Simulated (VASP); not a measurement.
Runs of VASP 6.6.1 on Hf. The structure is that of space group Fd-3m (No. 227), or close to it. The cells are those of the table. 

```csv
task,cell,cutoff (eV),gap on the mesh (eV),pressure (GPa)
single point,"a = 4.412 Å, angles 60.0°, 2 atoms",520,none,(a)
single point,"a = 4.390 Å, angles 60.0°, 2 atoms",520,none,0.0
relaxation of cell and atoms,"relaxed from a = 4.349 Å, angles 60.0°, 2 atoms",600,none,0.0
single point,"a = 4.434 Å, angles 60.0°, 2 atoms",520,none,-0.7
```

Alike in all rows: level LDA; potentials or basis VASP PAW LDA potentials, release 64 (Hf_pv); no spin polarisation; k mesh 6 × 6 × 6; smearing fermi-dirac 0.1 eV.

Question: Estimate the missing entries.

Answer: (a) -0.4.

Caveats: spin-orbit coupling is left out, which moves the levels of the heavy elements.

A k mesh can miss the band edges, and the runs leave out spin-orbit coupling on Hf.

A gap of «none» marks levels without a gap at the run's occupations.
